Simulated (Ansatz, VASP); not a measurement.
## One calculation of Cs, two programs

The input INCAR:

```
  PREC = Accurate
  ENCUT = 520
  EDIFF = 1E-7
  ISMEAR = -1
  SIGMA = 0.08
  LREAL = False
  LASPH = True
  NELM = 60
  ALGO = Normal
  ISIF = 2
  LWAVE = False
  LCHARG = False
  GGA = PE
  NBANDS = 16
```

KPOINTS

```
Automatic mesh
0
Gamma
  6 6 6
```

The input POSCAR:

```
Cs
1.0
    0.0000000000      5.3051878092      5.3051878092
    5.3051878092      0.0000000000      5.3051878092
    5.3051878092      5.3051878092      0.0000000000
Cs
2
Direct
   -0.1250000000     -0.1250000000     -0.1250000000
    0.1250000000      0.1250000000      0.1250000000
```

Input for Ansatz:

```yaml
crystal:
  lattice:
    - [0.0, 5.3051878092, 5.3051878092]
    - [5.3051878092, 0.0, 5.3051878092]
    - [5.3051878092, 5.3051878092, 0.0]
  atoms:
    - { symbol: Cs, position: [-0.125, -0.125, -0.125] }
    - { symbol: Cs, position: [0.125, 0.125, 0.125] }
kpoints:
  mp_grid: { grid: [6, 6, 6] }
scf:
  occupations: { method: fermi_dirac, width: 0.08 }
hamiltonian:
  xc: pbe
  pseudopotentials: { kind: paw }
output:
  forces: true
  stress: true
  eigenvalues: true
  populations: true
  write_density: true
  write_potential: true
  elf: true
  volumetric_format: npy
```

Change from the starting cell: volume scaled by 0.8, PAW files.

Alike in both runs: task single point; functional PBE; k mesh 6 × 6 × 6; occupations fermi-dirac, width 0.08 eV; no spin polarisation.

```csv
,VASP,Ansatz
version,VASP 6.6.1,Ansatz 0.2.0
potentials or method,"VASP PAW PBE potentials, release 64 (Cs_sv)","PAW with Ansatz's default frozen-core files, scalar-relativistic"
plane-wave cutoff (eV),520,420
valence electrons in the cell,18,18
```

```tsv
	VASP	Ansatz	Ansatz less VASP
pressure (GPa)	0.2	0.2	+0.01
```

Neither program's run includes spin-orbit coupling.
